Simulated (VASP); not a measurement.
A run of VASP 6.6.1 is set up as follows.

File INCAR:

```
SYSTEM = AlN
PREC = Accurate
ENCUT = 520
EDIFF = 1E-7
ISMEAR = 0
SIGMA = 0.01
LREAL = .False.
LASPH = .True.
NELM = 80
ALGO = Normal
ISIF = 2
LWAVE = .False.
LCHARG = .True.
GGA = PS
LELF = .True.
LVHAR = .True.
NBANDS = 11
```

Contents of KPOINTS:

```
regular mesh
0
Gamma
  10 10 10
  0 0 0
```

POSCAR

```
AlN
1.0
    0.0000000000      2.1748401550      2.1748401550
    2.1748401550      0.0000000000      2.1748401550
    2.1748401550      2.1748401550      0.0000000000
Al N
1 1
Direct
    0.0000000000      0.0000000000      0.0000000000
    0.2500000000      0.2500000000      0.2500000000
```

Potentials or basis: VASP PAW PBE potentials, release 64 (Al, N).

Run with:

```sh
$ cat potpaw_PBE.64/Al/POTCAR potpaw_PBE.64/N/POTCAR > POTCAR
$ mpirun -np 1 vasp_std > vasp.out
```

(1) What does it give for the band gap on the k mesh?

(2) Estimate the pressure.

## Answers

(1) 3.19 eV, indirect (least direct gap 4.24 eV).

(2) 4.0 GPa.

Caveat: the PAW data sets were made with another functional, which shifts forces and pressure a little.
